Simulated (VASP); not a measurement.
**GaN (zincblende type): single point with PBE**

The system is GaN (zincblende type).

```xyz
2
Lattice="0.0000 2.0384 2.0384 2.0384 0.0000 2.0384 2.0384 2.0384 0.0000" Properties=species:S:1:pos:R:3 pbc="T T T"
Ga    0.0000    0.0000    0.0000
N     1.0192    1.0192    1.0192
```

This cell differs from its parent crystal: volume scaled by 0.72.

```json
{
  "Program": "VASP 6.6.1",
  "Task": "single point",
  "Functional": "PBE",
  "Potentials or basis": "VASP PAW PBE potentials, release 64 (Ga_d, N)",
  "Cutoff": "520 eV",
  "k mesh": "17 × 17 × 17",
  "Occupations": "fermi-dirac, width 0.05 eV",
  "Spin": "no spin polarisation",
  "Dipole correction": "no",
  "Further INCAR settings": "ALGO = Normal; EDIFF = 1e-06; NBANDS = 16"
}
```

```json
{
  "Pressure": "113.8 GPa",
  "Band gap on the k mesh": "3.42 eV, indirect (least direct gap 3.62 eV)"
}
```

Levels at points of the mesh, in eV from the valence-band top:
| k point | band 5 | band 6 | band 7 | band 8 | band 9 | band 10 | band 11 | band 12 | band 13 | band 14 |
| --- | --- | --- | --- | --- | --- | --- | --- | --- | --- | --- |
| (0.00, 0.00, 0.00) | -13.41 | -13.41 | 0.00 | 0.00 | 0.00 | 3.62 | 12.22 | 12.22 | 12.22 | 21.20 |

Wall time 21 s on 1 thread of Intel Xeon 6975P-C (shared host), peak memory 0.17 GiB.

 A k mesh can miss the band edges.
